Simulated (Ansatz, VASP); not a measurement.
**One calculation of InH, two programs**

INCAR

```
PREC = Accurate ; ENCUT = 520
EDIFF = 1E-6 ; ISMEAR = 0
SIGMA = 0.1 ; LREAL = F
LASPH = T ; NELM = 60
ALGO = Normal ; ISIF = 2
LWAVE = F ; LCHARG = F
GGA = PE ; NBANDS = 14
```

Contents of KPOINTS:

```
regular mesh
0
Gamma
  6 6 6
```

POSCAR

```
InH
1.0
    1.6920000000      0.9768766600      2.7877216500
   -1.6920000000      0.9768766600      2.7877216500
    0.0000000000     -1.9537533100      2.7877216500
In H
1 1
Direct
    0.0000000000      0.0000000000      0.0000000000
    0.5000000000      0.5000000000      0.5000000000
```

Input for Ansatz:

```yaml
crystal:
  lattice:
    - [1.692, 0.97687666, 2.78772165]
    - [-1.692, 0.97687666, 2.78772165]
    - [0.0, -1.95375331, 2.78772165]
  atoms:
    - { symbol: In, position: [0.0, 0.0, 0.0] }
    - { symbol: H, position: [0.5, 0.5, 0.5] }
basis:
  ecutwfc: 420
kpoints:
  mp_grid: { grid: [6, 6, 6] }
hamiltonian:
  xc: pbe
scf:
  occupations: { method: gaussian, width: 0.1 }
  lower_state_search: "off"
output:
  forces: true
  stress: true
  eigenvalues: true
```

Alike in both runs: task single point; functional PBE; k mesh 6 × 6 × 6; occupations gaussian, width 0.1 eV; no spin polarisation.

|  | VASP | Ansatz |
| --- | --- | --- |
| version | VASP 6.6.1 | Ansatz 0.2.0 |
| potentials or method | VASP PAW PBE potentials, release 64 (In_d, H), cutoff 520 eV | scalar-relativistic, plane waves, PAW |
| valence electrons in the cell | 14 | 14 |

|  | VASP | Ansatz | Ansatz less VASP |
| --- | --- | --- | --- |
| gap on the k mesh at the Fermi level (eV) | none | none | - |
| pressure (GPa) | 6.8 | 6.9 | +0.09 |
| traceless stress, the component that is largest in VASP (GPa) | 1.36 | 1.36 | 0.000 |

A gap of «none» marks a metal or a gap that the smearing closes.

The k mesh is coarse, so the values compare programs but aren't converged.
